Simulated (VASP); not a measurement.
A run of VASP 6.6.1 is set up as follows.

File INCAR:

```
SYSTEM = LiMg8
PREC = Accurate ; ENCUT = 520
EDIFF = 1E-7 ; ISMEAR = 0
SIGMA = 0.1 ; LREAL = .False.
LASPH = .True. ; NELM = 80
ALGO = Normal ; ISIF = 2
LWAVE = .False. ; LCHARG = .True.
LDIPOL = .True. ; IDIPOL = 3
DIPOL = 0.5 0.5 0.328 ; LELF = .True.
LVHAR = .True. ; LVACPOTAV = .True.
NBANDS = 20
```

The input KPOINTS:

```
regular mesh
0
Gamma
  4 5 1
  0 0 0
```

POSCAR

```
LiMg8
1.0
    6.2932257366      0.0000000000      0.0000000000
    0.0000000000      5.0388886594      0.0000000000
    0.0000000000      0.0000000000     19.0846137325
Mg Li
8 1
Direct
    0.0000000000      0.7500000000      0.2095929242
    0.5000000000      0.7500000000      0.2095929242
    0.2500000000      0.2500000000      0.2571887995
    0.7500000000      0.2500000000      0.2571887995
    0.2500000000      0.7500000000      0.3565915112
    0.7500000000      0.7500000000      0.3565915112
    0.0000000000      0.2500000000      0.3974203428
    0.5000000000      0.2500000000      0.3974203428
    0.1250000000      0.5000000000      0.5070250802
```

Potentials or basis: VASP PAW LDA potentials, release 64 (Mg, Li_sv).

Launch:

```console
$ cat potpaw_LDA.64/Mg/POTCAR potpaw_LDA.64/Li_sv/POTCAR > POTCAR
$ mpirun -np 1 vasp_std > vasp.out
```

(1) Predict the band gap on the k mesh.

(2) What does it give for the largest force?

## Answers

(1) zero (an odd number of electrons rules out a gap without spin polarisation).

(2) 0.683 eV/Å.
